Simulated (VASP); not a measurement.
Here is a VASP 6.6.1 calculation.

Contents of INCAR:

```
  ALGO = Fast
  EDIFF = 1E-7
  EDIFFG = -0.01
  ENCUT = 600
  GGA = PE
  IBRION = 2
  ISIF = 4
  ISMEAR = 0
  LASPH = T
  LCHARG = F
  LREAL = F
  LWAVE = F
  NELM = 80
  NSW = 50
  PREC = Accurate
  SIGMA = 0.1
```

File KPOINTS:

```
k-points
0
Gamma
  15 15 8
```

The input POSCAR:

```
Mg
1.0
    3.2418485384      0.0000000000      0.0000000000
   -1.6209242692      2.8075231895      0.0000000000
    0.0000000000      0.0000000000      5.1888058696
Mg
2
Direct
    0.3333333333      0.6666666667      0.2500000000
    0.6666666667      0.3333333333      0.7500000000
```

Potentials or basis: VASP PAW PBE potentials, release 64 (Mg).

Launch:

```console
$ cat potpaw_PBE.64/Mg/POTCAR > POTCAR
$ mpirun -np 1 vasp_std > vasp.out
```

(1) Estimate the band gap on the k mesh.

## Answers

(1) zero (bands 2 and 3 overlap by 2.00 eV).
